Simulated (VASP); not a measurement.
# CoTeH (P4/mmm) in VASP: further runs, part 2 of 3

VASP 6.6.1. Earlier steps stand in the parts before.

## 4. Single point, PBE, collinear spin, ferromagnetic start

This run uses another cell than the first one, of 16.19 Å³/atom, 1.240 times its volume.

Contents of INCAR:

```
PREC = Accurate
ENCUT = 520
EDIFF = 1E-7
ISMEAR = 0
SIGMA = 0.1
LREAL = F
LASPH = T
NELM = 150
ALGO = Normal
ISIF = 2
LWAVE = F
LCHARG = F
ISPIN = 2
MAGMOM = 3 0 0
LORBIT = 11
LMAXMIX = 4
GGA = PE
NBANDS = 19
```

Contents of KPOINTS:

```
Automatic mesh
0
Gamma
  6 6 6
```

Contents of POSCAR:

```
CoTeH
1.0
    3.6265774100      0.0000000000      0.0000000000
    0.0000000000      3.6265774100      0.0000000000
    0.0000000000      0.0000000000      3.6938223000
Co Te H
1 1 1
Direct
    0.5000000000      0.5000000000      0.5000000000
    0.0000000000      0.0000000000      0.0000000000
    0.5000000000      0.5000000000      0.0000000000
```

Potentials or basis: VASP PAW PBE potentials, release 64 (Co, Te, H).

The run is started by

```sh
> cat potpaw_PBE.64/Co/POTCAR potpaw_PBE.64/Te/POTCAR potpaw_PBE.64/H/POTCAR > POTCAR
> mpirun -np 1 vasp_std > vasp.out
```

OUTCAR:

```text
PREC = Accurate
   ENCUT = 520
   EDIFF = 1E-7
   ISMEAR = 0
   LREAL = F
   LASPH = T
   NELM = 150
   ISIF = 2
   ISPIN = 2
   LORBIT = 11
   GGA = PE

 ion  position               nearest neighbor table
   1  0.500  0.500  0.500-   3 1.85   3 1.85   2 3.16   2 3.16   2 3.16   2 3.16   2 3.16   2 3.16
                             2 3.16   2 3.16
   2  0.000  0.000  0.000-   1 3.16   1 3.16   1 3.16   1 3.16   1 3.16   1 3.16   1 3.16   1 3.16

   3  0.500  0.500  0.000-   1 1.85   1 1.85

  LATTYP: Found a simple tetragonal cell.
 ALAT       =     3.6265774100
 C/A-ratio  =     1.0185422459

  Lattice vectors:

 A1 = (   3.6265774100,   0.0000000000,   0.0000000000)
 A2 = (   0.0000000000,   3.6265774100,   0.0000000000)
 A3 = (   0.0000000000,   0.0000000000,   3.6938223000)

Analysis of symmetry for initial positions (statically):
=====================================================================
 Subroutine PRICEL returns:
 Original cell was already a primitive cell.

 Routine SETGRP: Setting up the symmetry group for a
 simple tetragonal supercell.

 Subroutine GETGRP returns: Found 16 space group operations
 (whereof 16 operations were pure point group operations)
 out of a pool of 16 trial point group operations.

The static configuration has the point symmetry D_4h.

Analysis of symmetry for dynamics (positions and initial velocities):
=====================================================================
 Subroutine PRICEL returns:
 Original cell was already a primitive cell.

 Routine SETGRP: Setting up the symmetry group for a
 simple tetragonal supercell.

 Subroutine GETGRP returns: Found 16 space group operations
 (whereof 16 operations were pure point group operations)
 out of a pool of 16 trial point group operations.

The dynamic configuration has the point symmetry D_4h.

Analysis of structural, dynamic, and magnetic symmetry:
=====================================================================
 Subroutine PRICEL returns:
 Original cell was already a primitive cell.

[... 152 lines left out ...]
  ext. energy  EPLUGINS =         0.00000000
  ---------------------------------------------------
  free energy    TOTEN  =       -11.32708877 eV

  energy without entropy =      -11.31407993  energy(sigma->0) =      -11.32058435

 E-fermi :   6.8226     XC(G=0): -10.4110

 val. band max:        6.8223372737   @ k =   0.3333   0.0000   0.0000
 cond. band min:       6.8428469045   @ k =   0.5000   0.1667   0.3333
 fundamental gap:      0.0205096309
 Fermi energy:         6.8225930663

 spin component 1

 k-point     1 :       0.0000    0.0000    0.0000
  band No.  band energies     occupation
      1      -6.2923      1.00000
      2       2.3970      1.00000
      3       4.5580      1.00000
      4       5.3141      1.00000
      5       5.3141      1.00000
      6       5.4506      1.00000
[... 517 lines left out ...]
     18      19.7793      0.00000
     19      20.5836      0.00000

 [... further k-points ...]

 spin component 2

 k-point     1 :       0.0000    0.0000    0.0000
  band No.  band energies     occupation
      1      -6.3106      1.00000
      2       2.6734      1.00000
      3       5.6297      1.00000
      4       5.7784      1.00000
      5       5.7784      1.00000
      6       6.0378      1.00000
[... 517 lines left out ...]
     18      19.9632      0.00000
     19      20.6930      0.00000

 [... further k-points ...]
[... 5 lines left out ...]
  --------------------------------------------------------------------------------------
  -------------------------------------------------------------------------------------
  Total       -2.5957929     -2.5957929     -5.8645037      0.0000000      0.0000000     -0.0000000
  in kB      -85.6072838    -85.6072838   -193.4068905      0.0000000      0.0000000     -0.0000000
  external PRESSURE =    -121.5404861 kB  Pullay stress =       0.0000000 kB

 VOLUME and BASIS-vectors are now :
 -----------------------------------------------------------------------------
  energy-cutoff  :      520.00
  volume of cell :       48.58
      direct lattice vectors                 reciprocal lattice vectors
     3.626577410  0.000000000  0.000000000     0.275742080  0.000000000  0.000000000
     0.000000000  3.626577410  0.000000000     0.000000000  0.275742080  0.000000000
     0.000000000  0.000000000  3.693822300     0.000000000  0.000000000  0.270722281

 POSITION                                       TOTAL-FORCE (eV/Angst)
 -----------------------------------------------------------------------------------
      1.81329      1.81329      1.84691         0.000000      0.000000      0.000000
      0.00000      0.00000      0.00000         0.000000      0.000000      0.000000
      1.81329      1.81329      0.00000         0.000000      0.000000      0.000000
 -----------------------------------------------------------------------------------
    total drift:                                0.000000      0.000000      0.000000

  FREE ENERGIE OF THE ION-ELECTRON SYSTEM (eV)
  ---------------------------------------------------
  free  energy   TOTEN  =       -11.3270887689 eV

  energy  without entropy=      -11.3140799260  energy(sigma->0) =      -11.32058435

 total charge

# of ion       s       p       d       tot
------------------------------------------
    1        0.270   0.216   7.334   7.820
    2        1.449   1.694   0.055   3.197
    3        0.463   0.017   0.000   0.480
--------------------------------------------------
tot          2.182   1.926   7.389  11.497

 magnetization (x)

# of ion       s       p       d       tot
------------------------------------------
    1        0.003   0.005   1.326   1.334
    2        0.001   0.005  -0.005   0.001
    3       -0.023  -0.000   0.000  -0.023
--------------------------------------------------
tot         -0.018   0.009   1.322   1.313
```

OSZICAR:

```text
N       E                     dE             d eps       ncg     rms          rms(c)
DAV:   1     0.645086468460E+02    0.64509E+02   -0.60892E+03  3040   0.755E+02
DAV:   2    -0.838084502495E+01   -0.72889E+02   -0.63861E+02  3135   0.168E+02
DAV:   3    -0.126387771519E+02   -0.42579E+01   -0.40763E+01  3741   0.429E+01
[... 12 lines left out ...]
DAV:  16    -0.113270871664E+02   -0.34029E-05   -0.14340E-05  3787   0.349E-02    0.307E-02
DAV:  17    -0.113270880196E+02   -0.85314E-06   -0.52813E-06  3833   0.214E-02    0.821E-03
DAV:  18    -0.113270885713E+02   -0.55174E-06   -0.50261E-07  3613   0.772E-03    0.479E-03
DAV:  19    -0.113270887240E+02   -0.15270E-06   -0.90423E-08  1916   0.342E-03    0.240E-03
DAV:  20    -0.113270887689E+02   -0.44924E-07   -0.28723E-08  1775   0.159E-03
   1 F= -.11327089E+02 E0= -.11320584E+02  d E =-.130088E-01  mag=     1.2494
```

It took 42 s on 1 thread of Intel Xeon Platinum 8559C (Emerald Rapids), shared host; peak memory 0.21 GiB.

What came out:

```yaml
Free_energy: -11.3271 eV
Pressure: -12.2 GPa
Net_moment: 1.25 μB per cell
Site_moments: Co +1.33; Te +0.00; H -0.02 μB
Valence_electrons_inside_the_program's_atomic_spheres: Co 7.82; Te 3.20; H 0.48
```

Caveat: spin-orbit coupling is left out, which moves the levels of the heavy elements; a cell with one magnetic atom can't hold antiferromagnetic order, which such compounds often take.

## 5. Relaxation of cell and atoms, PBE

Contents of INCAR:

```
SYSTEM = CoTeH
PREC = Accurate
ENCUT = 600
EDIFF = 1E-6
ISMEAR = 0
SIGMA = 0.1
LREAL = .FALSE.
LASPH = .TRUE.
NELM = 100
ALGO = Normal
ISIF = 3
LWAVE = .FALSE.
LCHARG = .FALSE.
GGA = PE
IBRION = 2
NSW = 100
EDIFFG = -0.01
```

Contents of KPOINTS:

```
Automatic mesh
0
G
  14 14 14
  0 0 0
```

Contents of POSCAR:

```
CoTeH
1.0
    3.4840625864      0.0000000000      0.0000000000
    0.0000000000      3.4840625864      0.0000000000
    0.0000000000      0.0000000000      3.2273577145
Co Te H
1 1 1
Direct
    0.5000000000      0.5000000000      0.5000000000
    0.0000000000      0.0000000000      0.0000000000
    0.5000000000      0.5000000000      0.0000000000
```

Potentials or basis: VASP PAW PBE potentials, release 64 (Co, Te, H).

The run is started by

```sh
> cat potpaw_PBE.64/Co/POTCAR potpaw_PBE.64/Te/POTCAR potpaw_PBE.64/H/POTCAR > POTCAR
> mpirun -np 1 vasp_std > vasp.out
```

OUTCAR:

```text
SYSTEM = CoTeH
   PREC = Accurate
   ENCUT = 600
   EDIFF = 1E-6
   ISMEAR = 0
   LREAL = .FALSE.
   LASPH = .TRUE.
   NELM = 100
   ISIF = 3
   GGA = PE
   IBRION = 2
   NSW = 100
   EDIFFG = -0.01

 ion  position               nearest neighbor table
   1  0.500  0.500  0.500-   3 1.61   3 1.61   2 2.95   2 2.95   2 2.95   2 2.95   2 2.95   2 2.95
                             2 2.95   2 2.95
   2  0.000  0.000  0.000-   1 2.95   1 2.95   1 2.95   1 2.95   1 2.95   1 2.95   1 2.95   1 2.95

   3  0.500  0.500  0.000-   1 1.61   1 1.61

  LATTYP: Found a simple tetragonal cell.
 ALAT       =     3.4840625864
 C/A-ratio  =     0.9263202467

  Lattice vectors:

 A1 = (   3.4840625864,   0.0000000000,   0.0000000000)
 A2 = (   0.0000000000,   3.4840625864,   0.0000000000)
 A3 = (   0.0000000000,   0.0000000000,   3.2273577145)

Analysis of symmetry for initial positions (statically):
=====================================================================
 Subroutine PRICEL returns:
 Original cell was already a primitive cell.

 Routine SETGRP: Setting up the symmetry group for a
 simple tetragonal supercell.

 Subroutine GETGRP returns: Found 16 space group operations
 (whereof 16 operations were pure point group operations)
 out of a pool of 16 trial point group operations.

The static configuration has the point symmetry D_4h.

Analysis of symmetry for dynamics (positions and initial velocities):
=====================================================================
 Subroutine PRICEL returns:
 Original cell was already a primitive cell.

 Routine SETGRP: Setting up the symmetry group for a
 simple tetragonal supercell.

 Subroutine GETGRP returns: Found 16 space group operations
 (whereof 16 operations were pure point group operations)
 out of a pool of 16 trial point group operations.

The dynamic configuration has the point symmetry D_4h.

 Subroutine INISYM returns: Found 16 space group operations
 (whereof 16 operations are pure point group operations),
 and found     1 'primitive' translations

----------------------------------------------------------------------------------------

                                     Primitive cell

  volume of cell :      39.1759

  direct lattice vectors                    reciprocal lattice vectors
     3.484062586  0.000000000  0.000000000     0.287021250  0.000000000  0.000000000
     0.000000000  3.484062586  0.000000000     0.000000000  0.287021250  0.000000000
     0.000000000  0.000000000  3.227357715     0.000000000  0.000000000  0.309850995

  length of vectors
     3.484062586  3.484062586  3.227357715     0.287021250  0.287021250  0.309850995

  position of ions in fractional coordinates (direct lattice)
     0.500000000  0.500000000  0.500000000
     0.000000000  0.000000000  0.000000000
     0.500000000  0.500000000  0.000000000

  ion indices of the primitive-cell ions
   primitive index   ion index
                 1           1
                 2           2
                 3           3

----------------------------------------------------------------------------------------

 KPOINTS: Automatic mesh

Automatic generation of k-mesh.
 Grid dimensions read from file:
 generate k-points for:   14   14   14

[... 51 lines left out ...]
   NGX,Y,Z   is equivalent  to a cutoff of  13.36, 13.36, 14.42 a.u.
   NGXF,Y,Z  is equivalent  to a cutoff of  26.72, 26.72, 28.85 a.u.
 SYSTEM =  CoTeH
   PREC   = accura    normal or accurate (medium, high low for compatibility)
   ISTART =      0    job   : 0-new  1-cont  2-samecut
   ICHARG =      2    charge: 1-file 2-atom 10-const
   ISPIN  =      1    spin polarized calculation?
   LNONCOLLINEAR =      F non collinear calculations
   LSORBIT =      F    spin-orbit coupling
   LASPH  =      T    aspherical Exc in radial PAW
   ENCUT  =  600.0 eV  44.10 Ry    6.64 a.u.   6.96  6.96  6.45*2*pi/ulx,y,z
   NELM   =    100;   NELMIN=  2; NELMDL= -5     # of ELM steps
   EDIFF  = 0.1E-05   stopping-criterion for ELM
   LREAL  =      F    real-space projection
   EDIFFG = -.1E-01   stopping-criterion for IOM
   NSW    =    100    number of steps for IOM
   IBRION =      2    ionic relax: 0-MD 1-quasi-New 2-CG
   NFREE  =      1    steps in history (QN), initial steepest desc. (CG)
   ISIF   =      3    stress and relaxation
   ISYM   =      2    0-nonsym 1-usesym 2-fastsym
   POTIM  = 0.5000    time-step for ionic-motion
   TEBEG  =    0.0;   TEEND  =   0.0 temperature during run
   PSTRESS=    0.0 pullay stress
   NELECT =      16.0000    total number of electrons
   NUPDOWN=      -1.0000    fix difference up-down
   EMIN   =  10.00;   EMAX   =-10.00  energy-range for DOS
   EFERMI =   0.00;   METHOD = LEGACY
   ISMEAR =     0;   SIGMA  =   0.10  broadening in eV -4-tet -1-fermi 0-gaus
   EFERMI_NEDOS =   21; number of points for ismear=-14 and -15
   IALGO  =     38    algorithm
   IMIX   =      4    mixing-type and parameters
     AMIX     =   0.40;   BMIX     =  1.00
     AMIX_MAG =   1.60;   BMIX_MAG =  1.00
  volume/ion in A,a.u.               =      13.06        88.12
  Fermi-wavevector in a.u.,A,eV,Ry     =   1.214624  2.295306 20.072828  1.475311
  Thomas-Fermi vector in A             =   2.350038
   LORBIT       =      0    0 simple, 1 ext, 2 COOP (PROOUT), +10 PAW based schemes
   GGA     = PE    functional components
   LHFCALC =     F    Hartree Fock is set to
   AEXX    =    0.0000 exact exchange contribution
   IVDW    =     0    specifies the selected vdW correction
   LEPSILON=     F    determine dielectric tensor
   LRPA    =     F    only Hartree local field effects (RPA)
 conjugate gradient relaxation of ions
 non-spin polarized calculation
 Gauss-broadening in eV      SIGMA  =   0.10
  energy-cutoff  :      600.00
  volume of cell :       39.18
 maximum number of plane-waves:      1328
 NGX is ok and might be reduce to    28
   NGX = 13   NGY = 13   NGZ = 13

--------------------------------------- Ionic step        1  -------------------------------------------

 number of electron      15.9999992 magnetization

 Free energy of the ion-electron system (eV)
  ---------------------------------------------------
  ext. energy  EPLUGINS =         0.00000000
  ---------------------------------------------------
  free energy    TOTEN  =       -12.02086649 eV

  energy without entropy =      -12.01496289  energy(sigma->0) =      -12.01791469

------------------------ aborting loop because EDIFF is reached ----------------------------------------

  FORCE on cell =-STRESS in cart. coord.  units (eV):
  Direction    XX          YY          ZZ          XY          YZ          ZX
  --------------------------------------------------------------------------------------
  -------------------------------------------------------------------------------------
  Total       -0.0449078     -0.0449078     -0.2529749      0.0000000      0.0000000      0.0000000
  in kB       -1.8365942     -1.8365942    -10.3459157      0.0000000      0.0000000      0.0000000
  external PRESSURE =      -4.6730347 kB  Pullay stress =       0.0000000 kB
[... 172 lines left out ...]
--------------------------------------- Ionic step        6  -------------------------------------------

 number of electron      15.9999992 magnetization

 Free energy of the ion-electron system (eV)
  ---------------------------------------------------
  ext. energy  EPLUGINS =         0.00000000
  ---------------------------------------------------
  free energy    TOTEN  =       -12.02143958 eV

  energy without entropy =      -12.01550298  energy(sigma->0) =      -12.01847128

 E-fermi :   9.6716     XC(G=0): -11.4161

 val. band max:        9.6571828444   @ k =   0.2143   0.0000   0.0000
 cond. band min:       9.6792680756   @ k =   0.5000   0.3571   0.0000
 fundamental gap:      0.0220852313
 Fermi energy:         9.6715715995

 k-point     1 :       0.0000    0.0000    0.0000
  band No.  band energies     occupation
      1      -5.0971      2.00000
      2       3.7881      2.00000
      3       7.7735      2.00000
      4       7.7978      2.00000
      5       7.7978      2.00000
      6       8.6291      2.00000
      7       8.6291      2.00000
      8       8.7983      2.00000
      9       9.7307      0.40305
     10      10.1566      0.00000
     11      14.9094      0.00000
     12      15.3508      0.00000
[... 331 lines left out ...]
 k-point    24 :       0.3571    0.2143    0.0000
  band No.  band energies     occupation
      1      -3.4665      2.00000
      2       1.1299      2.00000
      3       5.0646      2.00000
      4       6.2804      2.00000
      5       8.0631      2.00000
      6       8.5260      2.00000
      7       9.0512      2.00000
      8       9.3971      1.99990
      9      11.5090      0.00000
     10      11.7591      0.00000
     11      16.2087      0.00000
     12      17.0144      0.00000

 [... further k-points ...]
[... 5 lines left out ...]
  --------------------------------------------------------------------------------------
  -------------------------------------------------------------------------------------
  Total        0.0117311      0.0117311      0.0223779      0.0000000      0.0000000      0.0000000
  in kB        0.4808483      0.4808483      0.9172554      0.0000000      0.0000000      0.0000000
  external PRESSURE =       0.6263173 kB  Pullay stress =       0.0000000 kB
[... 18 lines left out ...]
  FREE ENERGIE OF THE ION-ELECTRON SYSTEM (eV)
  ---------------------------------------------------
  free  energy   TOTEN  =       -12.0214395800 eV

  energy  without entropy=      -12.0155029754  energy(sigma->0) =      -12.01847128

 reached required accuracy - stopping structural energy minimisation
```

OSZICAR:

```text
N       E                     dE             d eps       ncg     rms          rms(c)
DAV:   1     0.716619059172E+02    0.71662E+02   -0.75259E+03  6912   0.147E+03
DAV:   2    -0.872890426731E+01   -0.80391E+02   -0.75247E+02  7056   0.252E+02
DAV:   3    -0.127399434450E+02   -0.40110E+01   -0.37416E+01  8416   0.623E+01
DAV:   4    -0.128343254512E+02   -0.94382E-01   -0.93985E-01  7832   0.872E+00
[... 49 lines left out ...]
DAV:   2    -0.120240070619E+02   -0.20032E-02   -0.10343E-02  7892   0.226E+00    0.443E-01
DAV:   3    -0.120214811627E+02    0.25259E-02   -0.57397E-03  7736   0.172E+00    0.812E-02
DAV:   4    -0.120214504212E+02    0.30741E-04   -0.15114E-04  7216   0.123E-01    0.422E-02
DAV:   5    -0.120214401160E+02    0.10305E-04   -0.13868E-05 10092   0.445E-02    0.478E-02
DAV:   6    -0.120214395800E+02    0.53599E-06   -0.68060E-07  3896   0.126E-02
   6 F= -.12021440E+02 E0= -.12018471E+02  d E =-.817109E-04
```

It took 3.9 min on 1 thread of Intel Xeon Platinum 8559C (Emerald Rapids), shared host; peak memory 0.35 GiB.

Results:

```
Free energy                            : -12.0214 eV
Relaxed volume                         : 13.03 Å³/atom
Relaxed cell                           : a = 3.489 Å, b = 3.489 Å, c = 3.211 Å, α = 90.00°, β = 90.00°, γ = 90.00°
Space group after relaxing (to 0.05 Å) : P4/mmm (No. 123)
Energy gained by relaxing              : 0.2 meV/atom
Ionic steps                            : 6
Pressure after relaxing                : 0.1 GPa
Band gap on the k mesh                 : zero (band 8 reaches 11.35 eV, above the bottom of band 9 at 8.82 eV)
```

Step by step:
```tsv
step	energy change (eV)	largest force (eV/Å)	pressure (GPa)	volume (Å³)
1	0.0000	0.0000	-0.47	39.18
2	-0.0005	0.0000	0.11	38.96
3	-0.0005	0.0000	0.24	38.97
4	-0.0005	0.0000	0.13	39.00
5	-0.0006	0.0000	0.09	39.04
6	-0.0006	0.0000	0.06	39.09
```

Final structure:
```
Co Te H
1.0
     3.48885    0.00000    0.00000
     0.00000    3.48885    0.00000
     0.00000    0.00000    3.21125
Co Te H
1 1 1
Cartesian
  1.7444 1.7444 1.6056
  0.0000 0.0000 0.0000
  1.7444 1.7444 0.0000
```

Levels at points of the mesh, in eV from the Fermi level:
```csv
k point,band 4,band 5,band 6,band 7,band 8,band 9,band 10,band 11,band 12
"(0.00, 0.00, 0.00)",-1.87,-1.87,-1.04,-1.04,-0.87,0.06,0.49,5.24,5.68
"(0.50, 0.00, 0.00)",-2.50,-1.87,-1.03,-0.58,1.68,2.49,3.92,4.17,5.10
"(0.50, 0.50, 0.00)",-6.07,-1.29,-1.29,-0.50,-0.48,-0.24,2.24,8.99,9.31
"(0.00, 0.00, 0.50)",-2.67,-2.54,-1.47,-1.01,-0.81,1.74,1.74,5.43,5.70
"(0.50, 0.00, 0.50)",-2.36,-1.68,-1.16,-1.02,-0.93,0.23,0.95,1.61,7.76
"(0.50, 0.50, 0.50)",-5.30,-5.30,-1.04,-0.44,0.50,0.61,0.61,0.99,0.99
```

Caveat: spin-orbit coupling is left out, which moves the levels of the heavy elements.

(Part 2 of 3 ends here.)
